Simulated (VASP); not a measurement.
# BaTe (F-43m) in VASP: further runs

Aim: see how the results for BaTe move with the level of theory and the settings. Levels: PBE, r2SCAN. Tasks: single point.

All numbers are computed with VASP 6.6.1; they aren't measurements. Logs are shortened: lines on timing, memory, paths and dates and some standing lists are left out, and cuts for length are marked.

**1. The cell of the first run**

The structure is cubic, space group F-43m (No. 216). The conventional cell has a = 7.828 Å, b = 7.828 Å, c = 7.828 Å, α = 90.00°, β = 90.00°, γ = 90.00°. Within 4.5 Å of Ba (site symmetry -43m) lie 4 Te at 3.39 Å. Te (site symmetry -43m) has 4 Ba at 3.39 Å within 4.5 Å.

**2. Single point, PBE**

INCAR reads:

```
PREC = Accurate
ENCUT = 500
EDIFF = 1E-6
ISMEAR = -1
SIGMA = 0.02
LREAL = False
LASPH = True
NELM = 120
ALGO = Normal
ISIF = 2
LWAVE = False
LCHARG = False
GGA = PE
NBANDS = 15
GGA_COMPAT = False
```

KPOINTS reads:

```
Automatic mesh
0
Gamma
  6 6 6
```

POSCAR reads:

```
BaTe
1.0
    0.0000000000      3.9141586662      3.9141586662
    3.9141586662      0.0000000000      3.9141586662
    3.9141586662      3.9141586662      0.0000000000
Ba Te
1 1
Direct
    0.0000000000      0.0000000000      0.0000000000
    0.2500000000      0.2500000000      0.2500000000
```

Potentials or basis: VASP PAW PBE potentials, release 64 (Ba_sv, Te).

Run with:

```bash
$ cat potpaw_PBE.64/Ba_sv/POTCAR potpaw_PBE.64/Te/POTCAR > POTCAR
$ mpirun -np 1 vasp_std > vasp.out
```

OUTCAR:

```text
PREC = Accurate
   ENCUT = 500
   EDIFF = 1E-6
   ISMEAR = -1
   LREAL = False
   LASPH = True
   NELM = 120
   ISIF = 2
   GGA = PE

 ion  position               nearest neighbor table
   1  0.000  0.000  0.000-   2 3.39   2 3.39   2 3.39   2 3.39
   2  0.250  0.250  0.250-   1 3.39   1 3.39   1 3.39   1 3.39

  LATTYP: Found a face centered cubic cell.
 ALAT       =     7.8283173324

  Lattice vectors:

 A1 = (   0.0000000000,   3.9141586662,   3.9141586662)
 A2 = (   3.9141586662,   0.0000000000,   3.9141586662)
 A3 = (   3.9141586662,   3.9141586662,   0.0000000000)

Analysis of symmetry for initial positions (statically):
=====================================================================
 Subroutine PRICEL returns:
 Original cell was already a primitive cell.

 Routine SETGRP: Setting up the symmetry group for a
 face centered cubic supercell.

 Subroutine GETGRP returns: Found 24 space group operations
 (whereof 24 operations were pure point group operations)
 out of a pool of 48 trial point group operations.

The static configuration has the point symmetry T_d .

Analysis of symmetry for dynamics (positions and initial velocities):
=====================================================================
 Subroutine PRICEL returns:
 Original cell was already a primitive cell.

 Routine SETGRP: Setting up the symmetry group for a
 face centered cubic supercell.

 Subroutine GETGRP returns: Found 24 space group operations
 (whereof 24 operations were pure point group operations)
 out of a pool of 48 trial point group operations.

The dynamic configuration has the point symmetry T_d .

 Subroutine INISYM returns: Found 24 space group operations
 (whereof 24 operations are pure point group operations),
 and found     1 'primitive' translations

----------------------------------------------------------------------------------------

                                     Primitive cell

  volume of cell :     119.9348

  direct lattice vectors                    reciprocal lattice vectors
     0.000000000  3.914158666  3.914158666    -0.127741372  0.127741372  0.127741372
     3.914158666  0.000000000  3.914158666     0.127741372 -0.127741372  0.127741372
     3.914158666  3.914158666  0.000000000     0.127741372  0.127741372 -0.127741372

  length of vectors
     5.535456271  5.535456271  5.535456271     0.221254547  0.221254547  0.221254547

  position of ions in fractional coordinates (direct lattice)
     0.000000000  0.000000000  0.000000000
     0.250000000  0.250000000  0.250000000

  ion indices of the primitive-cell ions
   primitive index   ion index
                 1           1
                 2           2

----------------------------------------------------------------------------------------

 KPOINTS: Automatic mesh

Automatic generation of k-mesh.
 Grid dimensions read from file:
 generate k-points for:    6    6    6

 Generating k-lattice:

  Cartesian coordinates                     Fractional coordinates (reciprocal lattice)
    -0.021290229  0.021290229  0.021290229     0.166666667  0.000000000  0.000000000
     0.021290229 -0.021290229  0.021290229     0.000000000  0.166666667  0.000000000
     0.021290229  0.021290229 -0.021290229     0.000000000  0.000000000  0.166666667

  Length of vectors
     0.036875758  0.036875758  0.036875758

  Shift w.r.t. Gamma in fractional coordinates (k-lattice)
     0.000000000  0.000000000  0.000000000

 Subroutine IBZKPT returns following result:
 ===========================================

 Found     16 irreducible k-points:

 Following reciprocal coordinates:
            Coordinates               Weight
  0.000000  0.000000  0.000000      1.000000
  0.166667  0.000000  0.000000      8.000000
  0.333333  0.000000  0.000000      8.000000
  0.500000  0.000000  0.000000      4.000000
  0.166667  0.166667  0.000000      6.000000
  0.333333  0.166667  0.000000     24.000000
[... 8 lines left out ...]
 -0.333333  0.333333  0.166667     24.000000
 -0.333333  0.500000  0.166667     12.000000
   k-points           NKPTS =     16   k-points in BZ     NKDIM =     16   number of bands    NBANDS=     15
   number of dos      NEDOS =    301   number of ions     NIONS =      2
   total plane-waves  NPLWV =  64000
   dimension x,y,z NGX =    40 NGY =   40 NGZ =   40
   dimension x,y,z NGXF=    80 NGYF=   80 NGZF=   80
   ions per type =               1   1
   NGX,Y,Z   is equivalent  to a cutoff of  12.01, 12.01, 12.01 a.u.
   NGXF,Y,Z  is equivalent  to a cutoff of  24.03, 24.03, 24.03 a.u.
 SYSTEM =  unknown system
   PREC   = accura    normal or accurate (medium, high low for compatibility)
   ISTART =      0    job   : 0-new  1-cont  2-samecut
   ICHARG =      2    charge: 1-file 2-atom 10-const
   ISPIN  =      1    spin polarized calculation?
   LNONCOLLINEAR =      F non collinear calculations
   LSORBIT =      F    spin-orbit coupling
   LASPH  =      T    aspherical Exc in radial PAW
   ENCUT  =  500.0 eV  36.75 Ry    6.06 a.u.  10.09 10.09 10.09*2*pi/ulx,y,z
   NELM   =    120;   NELMIN=  2; NELMDL= -5     # of ELM steps
   EDIFF  = 0.1E-05   stopping-criterion for ELM
   LREAL  =      F    real-space projection
[... 7 lines left out ...]
   TEBEG  =    0.0;   TEEND  =   0.0 temperature during run
   PSTRESS=    0.0 pullay stress
   NELECT =      16.0000    total number of electrons
   NUPDOWN=      -1.0000    fix difference up-down
   EMIN   =  10.00;   EMAX   =-10.00  energy-range for DOS
   EFERMI =   0.00;   METHOD = LEGACY
   ISMEAR =    -1;   SIGMA  =   0.02  broadening in eV -4-tet -1-fermi 0-gaus
   EFERMI_NEDOS =   21; number of points for ismear=-14 and -15
   IALGO  =     38    algorithm
   IMIX   =      4    mixing-type and parameters
     AMIX     =   0.40;   BMIX     =  1.00
     AMIX_MAG =   1.60;   BMIX_MAG =  1.00
  volume/ion in A,a.u.               =      59.97       404.68
  Fermi-wavevector in a.u.,A,eV,Ry     =   0.836501  1.580757  9.520455  0.699734
  Thomas-Fermi vector in A             =   1.950236
   LORBIT       =      0    0 simple, 1 ext, 2 COOP (PROOUT), +10 PAW based schemes
   GGA     = PE    functional components
   LHFCALC =     F    Hartree Fock is set to
   AEXX    =    0.0000 exact exchange contribution
   IVDW    =     0    specifies the selected vdW correction
   LEPSILON=     F    determine dielectric tensor
   LRPA    =     F    only Hartree local field effects (RPA)
 non-spin polarized calculation
  energy-cutoff  :      500.00
  volume of cell :      119.93
 maximum number of plane-waves:      3071
   NGX = 21   NGY = 21   NGZ = 21

 number of electron      16.0000000 magnetization

 Free energy of the ion-electron system (eV)
  ---------------------------------------------------
  ext. energy  EPLUGINS =         0.00000000
  ---------------------------------------------------
  free energy    TOTEN  =        -8.09085409 eV

  energy without entropy =       -8.09085409  energy(sigma->0) =       -8.09085409

 E-fermi :   0.4846     XC(G=0):  -6.6874

 val. band max:        0.0284408650   @ k =  -0.3333   0.5000   0.1667
 cond. band min:       2.6062524634   @ k =   0.0000   0.0000   0.0000
 fundamental gap:      2.5778115984
 Fermi energy:         0.4846397478

 k-point     1 :       0.0000    0.0000    0.0000
  band No.  band energies     occupation
      1     -26.8684      2.00000
      2     -12.0567      2.00000
      3     -12.0567      2.00000
      4     -12.0567      2.00000
      5      -8.6985      2.00000
      6      -0.4069      2.00000
      7      -0.4069      2.00000
      8      -0.4069      2.00000
      9       2.6063      0.00000
     10       4.1524      0.00000
     11       4.1524      0.00000
     12       6.1055      0.00000
     13       6.1055      0.00000
     14       6.1055      0.00000
     15       7.9268      0.00000

 k-point     2 :       0.1667    0.0000    0.0000
  band No.  band energies     occupation
      1     -26.8676      2.00000
      2     -12.1006      2.00000
      3     -12.0602      2.00000
      4     -12.0602      2.00000
      5      -8.6286      2.00000
      6      -0.5395      2.00000
      7      -0.3579      2.00000
      8      -0.3579      2.00000
      9       3.1364      0.00000
     10       4.0371      0.00000
     11       4.0371      0.00000
     12       5.8002      0.00000
     13       6.3192      0.00000
     14       6.3192      0.00000
     15       6.8274      0.00000

 k-point     3 :       0.3333    0.0000    0.0000
  band No.  band energies     occupation
      1     -26.8659      2.00000
      2     -12.1836      2.00000
      3     -12.0673      2.00000
      4     -12.0673      2.00000
      5      -8.4957      2.00000
      6      -0.6606      2.00000
      7      -0.2662      2.00000
      8      -0.2662      2.00000
      9       3.9520      0.00000
     10       4.0863      0.00000
     11       4.0863      0.00000
     12       4.9666      0.00000
     13       5.8361      0.00000
     14       5.8361      0.00000
     15       6.4249      0.00000
[... 199 lines left out ...]
 k-point    15 :      -0.3333    0.3333    0.1667
  band No.  band energies     occupation
      1     -26.8642      2.00000
      2     -12.2270      2.00000
      3     -12.1024      2.00000
      4     -12.0834      2.00000
      5      -8.3648      2.00000
      6      -0.5575      2.00000
      7      -0.4111      2.00000
      8      -0.0498      2.00000
      9       3.1335      0.00000
     10       3.8697      0.00000
     11       4.5273      0.00000
     12       5.4294      0.00000
     13       5.7361      0.00000
     14       6.1945      0.00000
     15       7.4599      0.00000

 k-point    16 :      -0.3333    0.5000    0.1667
  band No.  band energies     occupation
      1     -26.8640      2.00000
      2     -12.2362      2.00000
      3     -12.1006      2.00000
      4     -12.0910      2.00000
      5      -8.3433      2.00000
      6      -0.7301      2.00000
      7      -0.2450      2.00000
      8       0.0284      2.00000
      9       2.9461      0.00000
     10       3.8194      0.00000
     11       4.7581      0.00000
     12       5.0907      0.00000
     13       5.7328      0.00000
     14       7.0868      0.00000
     15       7.2981      0.00000

------------------------ aborting loop because EDIFF is reached ----------------------------------------

  FORCE on cell =-STRESS in cart. coord.  units (eV):
  Direction    XX          YY          ZZ          XY          YZ          ZX
  --------------------------------------------------------------------------------------
  -------------------------------------------------------------------------------------
  Total        0.1564140      0.1564140      0.1564140      0.0000000      0.0000000     -0.0000000
  in kB        2.0894929      2.0894929      2.0894929      0.0000000      0.0000000     -0.0000000
  external PRESSURE =       2.0894929 kB  Pullay stress =       0.0000000 kB

 VOLUME and BASIS-vectors are now :
 -----------------------------------------------------------------------------
  energy-cutoff  :      500.00
  volume of cell :      119.93
      direct lattice vectors                 reciprocal lattice vectors
     0.000000000  3.914158666  3.914158666    -0.127741372  0.127741372  0.127741372
     3.914158666  0.000000000  3.914158666     0.127741372 -0.127741372  0.127741372
     3.914158666  3.914158666  0.000000000     0.127741372  0.127741372 -0.127741372

 POSITION                                       TOTAL-FORCE (eV/Angst)
 -----------------------------------------------------------------------------------
      0.00000      0.00000      0.00000         0.000000      0.000000      0.000000
      1.95708      1.95708      1.95708        -0.000000     -0.000000     -0.000000
 -----------------------------------------------------------------------------------
    total drift:                                0.000000      0.000000      0.000000

  FREE ENERGIE OF THE ION-ELECTRON SYSTEM (eV)
  ---------------------------------------------------
  free  energy   TOTEN  =        -8.0908540869 eV

  energy  without entropy=       -8.0908540869  energy(sigma->0) =       -8.09085409
```

Run time: 23 s. Hardware: 1 thread of Intel Xeon 6975P-C, shared host; peak memory 0.25 GiB.

What came out:

```
Free energy            : -8.0909 eV
Pressure               : 0.2 GPa
Band gap on the k mesh : 2.58 eV, indirect (least direct gap 2.92 eV)
```

Caveat: spin-orbit coupling is left out, which moves the levels of the heavy elements. A k mesh can miss the band edges.

**3. Single point, r2SCAN (strain -3.0%)**

POSCAR reads:

```
BaTe
1.0
    0.0000000000      3.7967339062      3.7967339062
    3.7967339062      0.0000000000      3.7967339062
    3.7967339062      3.7967339062      0.0000000000
Ba Te
1 1
Direct
    0.0000000000      0.0000000000      0.0000000000
    0.2500000000      0.2500000000      0.2500000000
```

INCAR.step1 reads:

```
SYSTEM = BaTe
PREC     = Accurate       ! precision mode
ENCUT    = 550            ! plane-wave cutoff, eV
ISMEAR   = 0              ! smearing method
SIGMA    = 0.01           ! smearing width, eV
LREAL    = .FALSE.        ! projectors in reciprocal space
LASPH    = .TRUE.         ! aspherical terms in the spheres
NELM     = 120            ! most SCF steps
NBANDS   = 15             ! bands
GGA      = PE             ! functional
ALGO     = Normal         ! electronic algorithm
EDIFF    = 1E-5           ! SCF threshold, eV
LWAVE    = .TRUE.         ! write WAVECAR
LCHARG   = .FALSE.        ! write CHGCAR
GGA_COMPAT= .FALSE.
```

INCAR.step2 reads:

```
SYSTEM = BaTe
PREC     = Accurate       ! precision mode
ENCUT    = 550            ! plane-wave cutoff, eV
EDIFF    = 1E-6           ! SCF threshold, eV
ISMEAR   = 0              ! smearing method
SIGMA    = 0.01           ! smearing width, eV
LREAL    = .FALSE.        ! projectors in reciprocal space
LASPH    = .TRUE.         ! aspherical terms in the spheres
NELM     = 120            ! most SCF steps
ALGO     = Normal         ! electronic algorithm
ISIF     = 2              ! what is computed and relaxed
LWAVE    = .FALSE.        ! write WAVECAR
LCHARG   = .FALSE.        ! write CHGCAR
METAGGA  = R2SCAN         ! meta-GGA
LMIXTAU  = .TRUE.       
NBANDS   = 15             ! bands
ISTART   = 1            
GGA_COMPAT= .FALSE.
```

KPOINTS reads:

```
regular mesh
0
G
  6 6 6
  0 0 0
```

Potentials or basis: VASP PAW PBE potentials, release 64 (Ba_sv, Te).

Run with:

```bash
$ cat potpaw_PBE.64/Ba_sv/POTCAR potpaw_PBE.64/Te/POTCAR > POTCAR
$ cp INCAR.step1 INCAR
$ mpirun -np 1 vasp_std > vasp.out
$ cp INCAR.step2 INCAR
$ mpirun -np 1 vasp_std > vasp.out
```

Wall time 1.9 min (1 thread of Intel Xeon 6975P-C, shared host); peak memory 0.29 GiB.

It converged, with:

```
Free energy            : -55.2966 eV
Pressure               : 2.4 GPa
Band gap on the k mesh : 3.07 eV, indirect (least direct gap 3.14 eV)
```

Levels at points of the mesh, in eV from the valence-band top:
```
           k point  band 6  band 7  band 8  band 9  band 10  band 11
(0.00, 0.00, 0.00)   -0.57   -0.57   -0.57    3.07     4.67     4.67
(0.50, 0.00, 0.00)   -0.78   -0.34   -0.34    4.46     4.91     4.91
(0.50, 0.50, 0.00)   -1.13    0.00    0.00    3.14     4.48     5.65
```

Caveat: the cell differs from its parent crystal (strain -3.0%); the PAW data sets were made with another functional, which shifts forces and pressure a little; spin-orbit coupling is left out, which moves the levels of the heavy elements. A k mesh can miss the band edges.

(Continued in part 2 of 2.)
